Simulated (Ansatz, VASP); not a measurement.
**One calculation of CdF2, two programs**

File INCAR:

```
SYSTEM = CdF2
PREC = Accurate
ENCUT = 520
EDIFF = 1E-6
ISMEAR = -1
SIGMA = 0.05
LREAL = .False.
LASPH = .True.
NELM = 100
ALGO = Normal
ISIF = 2
LWAVE = .False.
LCHARG = .False.
GGA = RE
NBANDS = 20
```

File KPOINTS:

```
Automatic mesh
0
Gamma
  5 5 5
  0 0 0
```

File POSCAR:

```
CdF2
1.0
    0.0000000000      2.6940000000      2.6940000000
    2.6940000000      0.0000000000      2.6940000000
    2.6940000000      2.6940000000      0.0000000000
Cd F
1 2
Direct
    0.0000000000      0.0000000000      0.0000000000
    0.7500000000      0.7500000000      0.7500000000
    0.2500000000      0.2500000000      0.2500000000
```

File input.yaml:

```yaml
crystal:
  lattice:
    - [0.0, 2.694, 2.694]
    - [2.694, 0.0, 2.694]
    - [2.694, 2.694, 0.0]
  atoms:
    - { symbol: Cd, position: [0.0, 0.0, 0.0] }
    - { symbol: F, position: [0.75, 0.75, 0.75] }
    - { symbol: F, position: [0.25, 0.25, 0.25] }
hamiltonian:
  xc: revpbe
  pseudopotentials: { kind: paw }
kpoints:
  mp_grid: { grid: [5, 5, 5] }
  band_path:
    path:
      - [[0.0, 0.0, 0.0], [0.5, 0.0, 0.5], [0.5, 0.25, 0.75], [0.375, 0.375, 0.75], [0.0, 0.0, 0.0], [0.5, 0.5, 0.5], [0.625, 0.25, 0.625], [0.5, 0.25, 0.75], [0.5, 0.5, 0.5], [0.375, 0.375, 0.75]]
      - [[0.625, 0.25, 0.625], [0.5, 0.0, 0.5]]
    npoints: 14
scf:
  occupations: { method: fermi_dirac, width: 0.05 }
  n_extra_bands: 7
output:
  forces: true
  stress: true
  eigenvalues: true
  fatbands: true
```

Alike in both runs: functional revPBE; k mesh 5 × 5 × 5; occupations fermi-dirac, width 0.05 eV; no spin polarisation.

|  | VASP | Ansatz |
| --- | --- | --- |
| version | VASP 6.6.1 | Ansatz 0.2.0 |
| potentials or method | VASP PAW PBE potentials, release 64 (Cd, F) | Ansatz PAW |
| plane-wave cutoff (eV) | 520 | 420 |
| valence electrons in the cell | 26 | 34 |
| task | single point | band structure |

Ansatz gave:

```
gap on the k mesh at the Fermi level (eV) : 3.34
least direct gap on the mesh (eV)         : 3.76
pressure (GPa)                            : 9.0
```

Question: What did VASP give for the same quantities?

Answer: gap on the k mesh at the Fermi level (eV): 3.31; least direct gap on the mesh (eV): 3.73; pressure (GPa): 9.8.

VASP's potentials were made for PBE, not for revPBE. VASP's potentials hold 26 valence electrons a cell and Ansatz's 34, so a difference there can come from the potentials and not from the codes.

Noted on Ansatz's run: the k mesh misses the band edges, so the gap on the mesh is wider than the one along the path.
